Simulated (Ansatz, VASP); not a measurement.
One calculation of MgSn6N, two programs

INCAR

```
PREC = Accurate
ENCUT = 600
EDIFF = 1E-6
ISMEAR = 0
SIGMA = 0.2
LREAL = False
LASPH = True
NELM = 80
ALGO = Normal
ISIF = 3
LWAVE = False
LCHARG = False
GGA = PE
IBRION = 2
NSW = 36
EDIFFG = -0.08
```

KPOINTS

```
Automatic mesh
0
Gamma
  5 5 1
```

POSCAR

```
MgSn6N
1.0
    3.1500000000      0.0000000000      0.0000000000
    0.0000000000      3.1500000000      0.0000000000
    0.0000000000      0.0000000000     18.8000000000
Mg Sn N
1 6 1
Direct
    0.0000000000      0.0000000000      0.0000000000
    0.5000000000      0.5000000000      0.5850000000
    0.5000000000      0.5000000000      0.4150000000
    0.5000000000      0.5000000000      0.1220000000
    0.5000000000      0.5000000000      0.8780000000
    0.0000000000      0.0000000000      0.7350000000
    0.0000000000      0.0000000000      0.2650000000
    0.5000000000      0.5000000000      0.0000000000
```

Input for Ansatz:

```yaml
crystal:
  lattice:
    - [3.15, 0.0, 0.0]
    - [0.0, 3.15, 0.0]
    - [0.0, 0.0, 18.8]
  atoms:
    - { symbol: Mg, position: [0.0, 0.0, 0.0] }
    - { symbol: Sn, position: [0.5, 0.5, 0.585] }
    - { symbol: Sn, position: [0.5, 0.5, 0.415] }
    - { symbol: Sn, position: [0.5, 0.5, 0.122] }
    - { symbol: Sn, position: [0.5, 0.5, 0.878] }
    - { symbol: Sn, position: [0.0, 0.0, 0.735] }
    - { symbol: Sn, position: [0.0, 0.0, 0.265] }
    - { symbol: "N", position: [0.5, 0.5, 0.0] }
basis:
  ecutwfc: 420
kpoints:
  mp_grid: { grid: [5, 5, 1] }
hamiltonian:
  xc: pbe
scf:
  occupations: { method: gaussian, width: 0.2 }
  lower_state_search: "off"
output:
  forces: true
  stress: true
  eigenvalues: true
relax:
  adjacent_minimum: "off"
  f_tol: 0.08
  max_steps: 16
  cell: { stress_tol: 0.8 }
```

Alike in both runs: task relaxation of cell and atoms; functional PBE; k mesh 5 × 5 × 1; occupations gaussian, width 0.2 eV; no spin polarisation.

```csv
,VASP,Ansatz
version,VASP 6.6.1,Ansatz 0.2.0
potentials or method,"VASP PAW PBE potentials, release 64 (Mg, Sn_d, N), cutoff 600 eV","scalar-relativistic, plane waves, PAW"
valence electrons in the cell,91,99
```

|  | VASP | Ansatz | Ansatz less VASP |
| --- | --- | --- | --- |
| gap on the k mesh at the Fermi level, each at its own relaxed structure (eV) | none | none | - |
| relaxed volume (Å³/atom) | 24.09 | 24.19 | +0.106 |
| relaxed length of the cell vector where the two differ most in proportion (Å) | 3.082 | 3.092 | +0.0102 |

A gap of «none» marks a metal or a gap that the smearing closes. VASP's potentials hold 91 valence electrons a cell and Ansatz's 99, so a difference there can come from the potentials and not from the codes.

The k mesh is coarse, so the values compare programs but aren't converged.
